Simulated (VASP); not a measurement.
Here is a VASP 6.6.1 calculation.

INCAR

```
SYSTEM = In4Sb3As
ALGO     = Normal         ! electronic algorithm
EDIFF    = 1E-7           ! SCF threshold, eV
EDIFFG   = -0.005         ! ionic threshold
ENCUT    = 600            ! plane-wave cutoff, eV
GGA      = PE             ! functional
IBRION   = 2              ! ionic algorithm
ISIF     = 3              ! what is computed and relaxed
ISMEAR   = -1             ! smearing method
LASPH    = .TRUE.         ! aspherical terms in the spheres
LCHARG   = .FALSE.        ! write CHGCAR
LREAL    = .FALSE.        ! projectors in reciprocal space
LWAVE    = .FALSE.        ! write WAVECAR
NELM     = 100            ! most SCF steps
NSW      = 80             ! ionic steps
PREC     = Accurate       ! precision mode
SIGMA    = 0.02           ! smearing width, eV
```

The input KPOINTS:

```
k-points
0
G
  6 6 2
  0 0 0
```

Contents of POSCAR:

```
In4Sb3As
1.0
    4.4626028879      0.0000000000      0.0000000000
    0.0000000000      4.4626028879      0.0000000000
    0.0000000000      0.0000000000     12.6221470551
As In Sb
1 4 3
Direct
    0.0000000000      0.0000000000      0.0000000000
    0.0000000000      0.5000000000      0.8750000000
    0.5000000000      0.0000000000      0.6250000000
    0.0000000000      0.5000000000      0.3750000000
    0.5000000000      0.0000000000      0.1250000000
    0.5000000000      0.5000000000      0.7500000000
    0.0000000000      0.0000000000      0.5000000000
    0.5000000000      0.5000000000      0.2500000000
```

Potentials or basis: VASP PAW PBE potentials, release 64 (As, In_d, Sb).

Launch:

```console
$ cat potpaw_PBE.64/As/POTCAR potpaw_PBE.64/In_d/POTCAR potpaw_PBE.64/Sb/POTCAR > POTCAR
$ mpirun -np 1 vasp_std > vasp.out
```

(1) What does it give for the space group after relaxing (to 0.1 Å)?

(2) Estimate the relaxed volume.

## Answers

(1) P-4m2 (No. 115).

(2) 34.73 Å³/atom.
